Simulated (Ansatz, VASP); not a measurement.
Cs: VASP beside Ansatz

File POSCAR:

```
Cs
1.0
    0.0000000000      3.9001816847      3.9001816847
    3.9001816847      0.0000000000      3.9001816847
    3.9001816847      3.9001816847      0.0000000000
Cs
1
Direct
    0.0000000000      0.0000000000      0.0000000000
```

File INCAR.step1:

```
PREC     = Accurate       # precision mode
ENCUT    = 550            # plane-wave cutoff, eV
ISMEAR   = -1             # smearing method
SIGMA    = 0.1            # smearing width, eV
LREAL    = F              # projectors in reciprocal space
LASPH    = T              # aspherical terms in the spheres
NELM     = 120            # most SCF steps
NBANDS   = 10             # bands
GGA      = PE             # functional
ALGO     = Normal         # electronic algorithm
EDIFF    = 1E-5           # SCF threshold, eV
LWAVE    = T              # write WAVECAR
LCHARG   = F              # write CHGCAR
GGA_COMPAT= F
```

The input INCAR.step2:

```
PREC     = Accurate       # precision mode
ENCUT    = 550            # plane-wave cutoff, eV
EDIFF    = 1E-6           # SCF threshold, eV
ISMEAR   = -1             # smearing method
SIGMA    = 0.1            # smearing width, eV
LREAL    = F              # projectors in reciprocal space
LASPH    = T              # aspherical terms in the spheres
NELM     = 120            # most SCF steps
ALGO     = Normal         # electronic algorithm
ISIF     = 2              # what is computed and relaxed
LWAVE    = F              # write WAVECAR
LCHARG   = F              # write CHGCAR
METAGGA  = R2SCAN         # meta-GGA
LMIXTAU  = T            
NBANDS   = 10             # bands
ISTART   = 1            
GGA_COMPAT= F
```

The input KPOINTS:

```
Automatic mesh
0
Gamma
  8 8 8
```

Input for Ansatz:

```yaml
crystal:
  lattice:
    - [0.0, 3.9001816847, 3.9001816847]
    - [3.9001816847, 0.0, 3.9001816847]
    - [3.9001816847, 3.9001816847, 0.0]
  atoms:
    - { symbol: Cs, position: [0.0, 0.0, 0.0] }
hamiltonian:
  xc: r2scan
  pseudopotentials:
    kind: paw
    azcp:
      Cs: "pseudopotentials/Cs.paw.azcp"
basis:
  ecutwfc: 500
  fft_grid_basis: typed
kpoints:
  mp_grid: { grid: [8, 8, 8], shift: [0, 0, 0] }
magnetization:
  spin_polarized: false
scf:
  occupations: { method: fermi_dirac, width: 0.1 }
  lower_state_search: "off"
output:
  stress: true
```

Alike in both runs: task single point; functional r2SCAN; k mesh 8 × 8 × 8; occupations fermi-dirac, width 0.1 eV; no spin polarisation.

```csv
,VASP,Ansatz
version,VASP 6.6.1,Ansatz 0.2.0
potentials or method,"VASP PAW PBE potentials, release 64 (Cs_sv), cutoff 550 eV","plane waves (500 eV) with PAW, scalar-relativistic"
valence electrons in the cell,9,9
```

|  | VASP | Ansatz | Ansatz less VASP |
| --- | --- | --- | --- |
| pressure (GPa) | 0.1 | 0.1 | +0.01 |

VASP's potentials were made for PBE, not for r2SCAN.

Neither program's run includes spin-orbit coupling.
